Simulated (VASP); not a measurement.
# GeIrPd3 (Cm) in VASP: relaxation of cell and atoms with PBE

Aim: the relaxation of cell and atoms of GeIrPd3 with PBE.

All numbers are computed with VASP 6.6.1; they aren't measurements. Logs are shortened: lines on timing, memory, paths and dates and some standing lists are left out, and cuts for length are marked.

### 1 The cell of the first run

It takes space group Cm (No. 8, monoclinic). Conventional cell: a = 8.414 Å, b = 4.025 Å, c = 5.658 Å, α = 90.00°, β = 127.89°, γ = 90.00°. Within 3.4 Å of Ge (site symmetry m) lie 3 Ir at 2.56 to 2.89 Å and 9 Pd at 2.57 to 3.07 Å. Within 3.4 Å of Pd (site symmetry m) lie 3 Ge at 2.57 to 3.07 Å and 6 Pd at 2.63 to 2.91 Å and 3 Ir at 2.67 to 2.84 Å. Pd (site symmetry m) has 3 Ge at 2.61 to 2.89 Å and 6 Pd at 2.74 to 2.91 Å and 4 Ir at 2.88 to 3.24 Å within 3.4 Å. Within 3.4 Å of Pd (site symmetry m) lie 3 Ge at 2.59 to 2.99 Å and 6 Pd at 2.63 to 2.85 Å and 3 Ir at 2.80 to 2.87 Å. Within 3.4 Å of Ir (site symmetry m) lie 3 Ge at 2.56 to 2.89 Å and 10 Pd at 2.67 to 3.24 Å.

### 2 Relaxation of cell and atoms, PBE

Input file INCAR:

```
ALGO = Fast ; EDIFF = 1E-6
EDIFFG = -0.001 ; ENCUT = 600
GGA = PE ; IBRION = 2
ISIF = 3 ; ISMEAR = 0
LASPH = T ; LCHARG = F
LREAL = F ; LWAVE = F
NELM = 80 ; NSW = 80
PREC = Accurate ; SIGMA = 0.1
```

Input file KPOINTS:

```
k-points
0
Gamma
  10 10 8
```

Input file POSCAR:

```
GeIrPd3
1.0
    4.2069528821     -2.0125648449      0.0119766307
    4.2069528821      2.0125648449      0.0119766307
   -3.4873361836      0.0000000000      4.4552872763
Ge Pd Ir
1 3 1
Direct
    0.0049872628      0.0049872628      0.0063510318
    0.1763242974      0.1763242974      0.5709788751
    0.5990572743      0.5990572743      0.8215006650
    0.8151322957      0.8151322957      0.4322361051
    0.4044988698      0.4044988698      0.1689333230
```

Potentials or basis: VASP PAW PBE potentials, release 64 (Ge_d, Pd, Ir).

Launch:

```bash
$ cat potpaw_PBE.64/Ge_d/POTCAR potpaw_PBE.64/Pd/POTCAR potpaw_PBE.64/Ir/POTCAR > POTCAR
$ mpirun -np 1 vasp_std > vasp.out
```

OUTCAR:

```text
EDIFF = 1E-6
   EDIFFG = -0.001
   ENCUT = 600
   GGA = PE
   IBRION = 2
   ISIF = 3
   ISMEAR = 0
   LASPH = T
   LREAL = F
   NELM = 80
   NSW = 80
   PREC = Accurate

 ion  position               nearest neighbor table
   1  0.005  0.005  0.006-   5 2.56   5 2.56   2 2.57   4 2.59   3 2.61   3 2.61   5 2.89   3 2.89
                             4 2.99   4 2.99   2 3.07   2 3.07
   2  0.176  0.176  0.571-   1 2.57   4 2.63   5 2.67   4 2.68   4 2.68   3 2.76   3 2.76   5 2.84
                             5 2.84   3 2.91   1 3.07   1 3.07
   3  0.599  0.599  0.822-   1 2.61   1 2.61   4 2.74   2 2.76   2 2.76   4 2.85   4 2.85   5 2.88
                             5 2.88   1 2.89   2 2.91   5 2.98   5 3.24
   4  0.815  0.815  0.432-   1 2.59   2 2.63   2 2.68   2 2.68   3 2.74   5 2.80   3 2.85   3 2.85
                             5 2.87   5 2.87   1 2.99   1 2.99
   5  0.404  0.404  0.169-   1 2.56   1 2.56   2 2.67   4 2.80   2 2.84   2 2.84   4 2.87   4 2.87
                             3 2.88   3 2.88   1 2.89   3 2.98   3 3.24

  LATTYP: Found a base centered monoclinic cell.
 ALAT       =     8.4139398600
 B/A-ratio  =     0.4783882173
 C/A-ratio  =     0.6724358892
 COS(beta)  =    -0.6141286229

  Lattice vectors:

 A1 = (   4.2069528821,  -2.0125648449,   0.0119766307)
 A2 = (   4.2069528821,   2.0125648449,   0.0119766307)
 A3 = (  -3.4873361836,   0.0000000000,   4.4552872763)

Analysis of symmetry for initial positions (statically):
=====================================================================
 Subroutine PRICEL returns:
 Original cell was already a primitive cell.

 Routine SETGRP: Setting up the symmetry group for a
 base centered monoclinic supercell.

 Subroutine GETGRP returns: Found  2 space group operations
 (whereof  2 operations were pure point group operations)
 out of a pool of  4 trial point group operations.

The static configuration has the point symmetry C_1h.

Analysis of symmetry for dynamics (positions and initial velocities):
=====================================================================
 Subroutine PRICEL returns:
 Original cell was already a primitive cell.

 Routine SETGRP: Setting up the symmetry group for a
 base centered monoclinic supercell.

 Subroutine GETGRP returns: Found  2 space group operations
 (whereof  2 operations were pure point group operations)
 out of a pool of  4 trial point group operations.

The dynamic configuration has the point symmetry C_1h.

 Subroutine INISYM returns: Found  2 space group operations
 (whereof  2 operations are pure point group operations),
 and found     1 'primitive' translations

----------------------------------------------------------------------------------------

                                     Primitive cell

  volume of cell :      75.6119

  direct lattice vectors                    reciprocal lattice vectors
     4.206952882 -2.012564845  0.011976631     0.118586614 -0.248439200  0.092822609
     4.206952882  2.012564845  0.011976631     0.118586614  0.248439200  0.092822609
    -3.487336184  0.000000000  4.455287276    -0.000637565  0.000000000  0.223953369

  length of vectors
     4.663583734  4.663583734  5.657835131     0.290518257  0.290518257  0.223954277

  position of ions in fractional coordinates (direct lattice)
     0.004987263  0.004987263  0.006351032
     0.176324297  0.176324297  0.570978875
     0.599057274  0.599057274  0.821500665
     0.815132296  0.815132296  0.432236105
     0.404498870  0.404498870  0.168933323

  ion indices of the primitive-cell ions
   primitive index   ion index
                 1           1
                 2           2
                 3           3
                 4           4
                 5           5

----------------------------------------------------------------------------------------

 KPOINTS: k-points

Automatic generation of k-mesh.
 Grid dimensions read from file:
 generate k-points for:   10   10    8

 Generating k-lattice:

  Cartesian coordinates                     Fractional coordinates (reciprocal lattice)
     0.011858661 -0.024843920  0.009282261     0.100000000 -0.000000000  0.000000000
     0.011858661  0.024843920  0.009282261    -0.000000000  0.100000000  0.000000000
    -0.000079696  0.000000000  0.027994171     0.000000000  0.000000000  0.125000000

  Length of vectors
     0.029051826  0.029051826  0.027994285

  Shift w.r.t. Gamma in fractional coordinates (k-lattice)
     0.000000000  0.000000000  0.000000000

 Subroutine IBZKPT returns following result:
 ===========================================

 Found    227 irreducible k-points:

 Following reciprocal coordinates:
            Coordinates               Weight
  0.000000  0.000000  0.000000      1.000000
  0.100000  0.000000  0.000000      4.000000
  0.200000  0.000000  0.000000      4.000000
  0.300000 -0.000000  0.000000      4.000000
  0.400000  0.000000  0.000000      4.000000
  0.500000  0.000000  0.000000      2.000000
[... 16 lines left out ...]
  0.300000  0.300000  0.000000      2.000000
  0.400000  0.300000 -0.000000      4.000000
 [... further k-points ...]
   k-points           NKPTS =    227   k-points in BZ     NKDIM =    227   number of bands    NBANDS=     31
   number of dos      NEDOS =    301   number of ions     NIONS =      5
   total plane-waves  NPLWV =  76800
   dimension x,y,z NGX =    40 NGY =   40 NGZ =   48
   dimension x,y,z NGXF=    80 NGYF=   80 NGZF=   96
   ions per type =               1   3   1
   NGX,Y,Z   is equivalent  to a cutoff of  14.26, 14.26, 14.10 a.u.
   NGXF,Y,Z  is equivalent  to a cutoff of  28.52, 28.52, 28.21 a.u.
 SYSTEM =  unknown system
   PREC   = accura    normal or accurate (medium, high low for compatibility)
   ISTART =      0    job   : 0-new  1-cont  2-samecut
   ICHARG =      2    charge: 1-file 2-atom 10-const
   ISPIN  =      1    spin polarized calculation?
   LNONCOLLINEAR =      F non collinear calculations
   LSORBIT =      F    spin-orbit coupling
   LASPH  =      T    aspherical Exc in radial PAW
   ENCUT  =  600.0 eV  44.10 Ry    6.64 a.u.   9.31  9.31 11.30*2*pi/ulx,y,z
   NELM   =     80;   NELMIN=  2; NELMDL= -5     # of ELM steps
   EDIFF  = 0.1E-05   stopping-criterion for ELM
   LREAL  =      F    real-space projection
   EDIFFG = -.1E-02   stopping-criterion for IOM
   NSW    =     80    number of steps for IOM
   IBRION =      2    ionic relax: 0-MD 1-quasi-New 2-CG
   NFREE  =      1    steps in history (QN), initial steepest desc. (CG)
   ISIF   =      3    stress and relaxation
   ISYM   =      2    0-nonsym 1-usesym 2-fastsym
   POTIM  = 0.5000    time-step for ionic-motion
   TEBEG  =    0.0;   TEEND  =   0.0 temperature during run
   PSTRESS=    0.0 pullay stress
   NELECT =      53.0000    total number of electrons
   NUPDOWN=      -1.0000    fix difference up-down
   EMIN   =  10.00;   EMAX   =-10.00  energy-range for DOS
   EFERMI =   0.00;   METHOD = LEGACY
   ISMEAR =     0;   SIGMA  =   0.10  broadening in eV -4-tet -1-fermi 0-gaus
   EFERMI_NEDOS =   21; number of points for ismear=-14 and -15
   IALGO  =     68    algorithm
   IMIX   =      4    mixing-type and parameters
     AMIX     =   0.40;   BMIX     =  1.00
     AMIX_MAG =   1.60;   BMIX_MAG =  1.00
  volume/ion in A,a.u.               =      15.12       102.05
  Fermi-wavevector in a.u.,A,eV,Ry     =   1.454242  2.748120 28.773887  2.114821
  Thomas-Fermi vector in A             =   2.571416
   LORBIT       =      0    0 simple, 1 ext, 2 COOP (PROOUT), +10 PAW based schemes
   GGA     = PE    functional components
   LHFCALC =     F    Hartree Fock is set to
   AEXX    =    0.0000 exact exchange contribution
   IVDW    =     0    specifies the selected vdW correction
   LEPSILON=     F    determine dielectric tensor
   LRPA    =     F    only Hartree local field effects (RPA)
 conjugate gradient relaxation of ions
 non-spin polarized calculation
 RMM-DIIS sequential band-by-band and
 Gauss-broadening in eV      SIGMA  =   0.10
  energy-cutoff  :      600.00
  volume of cell :       75.61
 maximum number of plane-waves:      2550
 NGX is ok and might be reduce to    40
   NGX = 19   NGY = 19   NGZ = 23

--------------------------------------- Ionic step        1  -------------------------------------------

 number of electron      53.0000000 magnetization

 Free energy of the ion-electron system (eV)
  ---------------------------------------------------
  ext. energy  EPLUGINS =         0.00000000
  ---------------------------------------------------
  free energy    TOTEN  =       -29.57844657 eV

  energy without entropy =      -29.55316694  energy(sigma->0) =      -29.56580675

------------------------ aborting loop because EDIFF is reached ----------------------------------------

  FORCE on cell =-STRESS in cart. coord.  units (eV):
  Direction    XX          YY          ZZ          XY          YZ          ZX
  --------------------------------------------------------------------------------------
  -------------------------------------------------------------------------------------
  Total       -0.0557159      0.0052167      0.0349922      0.0000000      0.0000000     -0.0191945
  in kB       -1.1805923      0.1105396      0.7414662      0.0000000      0.0000000     -0.4067222
  external PRESSURE =      -0.1095288 kB  Pullay stress =       0.0000000 kB
[... 98 lines left out ...]
  FREE ENERGIE OF THE ION-ELECTRON SYSTEM (eV)
  ---------------------------------------------------
  free  energy   TOTEN  =       -29.5785046102 eV

  energy  without entropy=      -29.5531827064  energy(sigma->0) =      -29.56584366

[... ionic steps 4 to 58 ...]

--------------------------------------- Ionic step       59  -------------------------------------------

 number of electron      53.0000000 magnetization

------------------------ aborting loop because EDIFF is reached ----------------------------------------
[... 73 lines left out ...]
--------------------------------------- Ionic step       61  -------------------------------------------

 number of electron      53.0000000 magnetization

 Free energy of the ion-electron system (eV)
  ---------------------------------------------------
  ext. energy  EPLUGINS =         0.00000000
  ---------------------------------------------------
  free energy    TOTEN  =       -29.57856885 eV

  energy without entropy =      -29.55314363  energy(sigma->0) =      -29.56585624

 E-fermi :   9.4114     XC(G=0): -13.0155

 val. band max:        9.4105685700   @ k =   0.4000   0.3000   0.5000
 cond. band min:       9.4159690823   @ k =  -0.2000   0.5000   0.2500
 fundamental gap:      0.0054005124
 Fermi energy:         9.4114282264

 k-point     1 :       0.0000    0.0000    0.0000
  band No.  band energies     occupation
      1     -15.4046      2.00000
      2     -15.3980      2.00000
      3     -15.3820      2.00000
      4     -15.3603      2.00000
      5     -15.3436      2.00000
      6      -1.4414      2.00000
[... 805 lines left out ...]
     30      10.8347      0.00000
     31      14.3460      0.00000

 [... further k-points ...]

------------------------ aborting loop because EDIFF is reached ----------------------------------------

  FORCE on cell =-STRESS in cart. coord.  units (eV):
  Direction    XX          YY          ZZ          XY          YZ          ZX
  --------------------------------------------------------------------------------------
  -------------------------------------------------------------------------------------
  Total        0.0026056      0.0042582      0.0013728      0.0000000      0.0000000      0.0024139
  in kB        0.0552331      0.0902645      0.0291009      0.0000000      0.0000000      0.0511702
  external PRESSURE =       0.0581995 kB  Pullay stress =       0.0000000 kB
[... 20 lines left out ...]
  FREE ENERGIE OF THE ION-ELECTRON SYSTEM (eV)
  ---------------------------------------------------
  free  energy   TOTEN  =       -29.5785688529 eV

  energy  without entropy=      -29.5531436281  energy(sigma->0) =      -29.56585624

 reached required accuracy - stopping structural energy minimisation
```

It took 1.9 h on 1 thread of AMD EPYC 9R45 (Zen 5), shared host; peak memory 0.77 GiB.

What came out:

| Property | Result |
| --- | --- |
| Free energy | -29.5786 eV |
| Relaxed volume | 15.12 Å³/atom |
| Relaxed cell | a = 4.657 Å, b = 4.657 Å, c = 5.655 Å, α = 123.57°, β = 123.57°, γ = 51.30° |
| Space group after relaxing (to 0.1 Å) | Cm (No. 8) |
| Energy gained by relaxing | 0.0 meV/atom |
| Ionic steps | 61 |
| Pressure after relaxing | 0.0 GPa |
| Band gap on the k mesh | zero (an odd number of electrons rules out a gap without spin polarisation) |

The path:
```tsv
step	energy change (eV)	largest force (eV/Å)	pressure (GPa)	volume (Å³)
1	0.0000	0.0185	-0.01	75.61
3	-0.0001	0.0133	0.04	75.60
5	-0.0001	0.0109	-0.02	75.63
7	-0.0001	0.0039	-0.03	75.61
9	-0.0001	0.0040	0.00	75.59
11	-0.0001	0.0070	0.03	75.58
13	-0.0001	0.0072	-0.03	75.59
15	-0.0001	0.0065	0.02	75.58
17	-0.0001	0.0024	0.01	75.58
19	-0.0001	0.0049	0.02	75.58
21	-0.0001	0.0033	0.00	75.59
23	-0.0001	0.0016	0.00	75.58
25	-0.0001	0.0023	0.02	75.58
27	-0.0001	0.0013	0.02	75.58
29	-0.0001	0.0026	-0.01	75.58
31	-0.0001	0.0009	0.01	75.58
33	-0.0001	0.0015	-0.05	75.59
35	-0.0001	0.0021	0.01	75.59
37	-0.0001	0.0012	0.00	75.59
39	-0.0001	0.0008	-0.01	75.59
41	-0.0001	0.0032	-0.01	75.59
43	-0.0001	0.0036	-0.01	75.59
45	-0.0001	0.0023	0.00	75.59
47	-0.0001	0.0012	0.00	75.59
49	-0.0001	0.0016	0.00	75.58
51	-0.0001	0.0048	0.00	75.58
53	-0.0001	0.0027	0.02	75.58
55	-0.0001	0.0021	0.00	75.58
57	-0.0001	0.0012	0.00	75.58
59	-0.0001	0.0022	0.01	75.58
61	-0.0001	0.0006	0.01	75.58
```

Final structure:
```yaml
crystal:
  lattice:
    - [4.19791, -2.01581, 0.01130]
    - [4.19791, 2.01581, 0.01130]
    - [-3.48055, 0.00000, 4.45651]
  atoms:
    - { symbol: Ge, position: [0.00529, 0.00529, 0.00658] }
    - { symbol: Pd, position: [0.17654, 0.17654, 0.57103] }
    - { symbol: Pd, position: [0.59908, 0.59908, 0.82100] }
    - { symbol: Pd, position: [0.81500, 0.81500, 0.43215] }
    - { symbol: Ir, position: [0.40409, 0.40409, 0.16924] }
```

Caveat: spin-orbit coupling is left out, which moves the levels of the heavy elements.
